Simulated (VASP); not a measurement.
Hf3Be: density of states with BLYP

The system is Hf3Be.

```
Hf Be
1.0
    -2.09200    2.09200    4.35305
     2.09200   -2.09200    4.35305
     2.09200    2.09200   -4.35305
Hf Be
3 1
Direct
  0.50000 0.50000 0.00000
  0.25000 0.75000 0.50000
  0.75000 0.25000 0.50000
  0.00000 0.00000 0.00000
```

```
Program                 : VASP 6.6.1
Task                    : density of states
Functional              : BLYP
Potentials or basis     : VASP PAW PBE potentials, release 64 (Hf_pv, Be)
Cutoff                  : 520 eV
k mesh                  : 5 × 5 × 5
Occupations             : fermi-dirac, width 0.05 eV
Spin                    : no spin polarisation
Dipole correction       : no
k mesh for the DOS      : 8 × 8 × 8
Occupations for the DOS : tetrahedron
Further INCAR settings  : ALGO = Normal; EDIFF = 1e-06; NBANDS = 24
```

```yaml
Valence_electrons_inside_the_program's_atomic_spheres: Hf 8.46, 8.49; Be 0.90
```

Levels at points of the mesh, in eV from the Fermi level:
| k point | band 13 | band 14 | band 15 | band 16 | band 17 | band 18 | band 19 | band 20 |
| --- | --- | --- | --- | --- | --- | --- | --- | --- |
| (0.00, 0.00, 0.00) | -1.46 | -0.98 | -0.98 | 0.15 | 0.75 | 0.75 | 1.74 | 3.00 |
| (0.50, 0.00, 0.00) | -1.37 | -1.29 | -0.55 | -0.34 | 1.15 | 1.16 | 1.23 | 1.73 |
| (0.50, 0.50, 0.00) | -1.97 | -1.24 | -0.20 | -0.19 | 0.63 | 1.11 | 1.30 | 2.15 |
| (0.50, 0.50, 0.50) | -1.77 | -1.41 | -1.41 | -0.99 | 1.19 | 1.53 | 1.53 | 2.12 |

Run time: 6.1 min on 1 thread of AMD EPYC 7R13, on a shared host, peak memory 0.25 GiB.

Caveat: the k points lie up to 0.42 Å⁻¹ apart; spin-orbit coupling is left out, which moves the levels of the heavy elements.
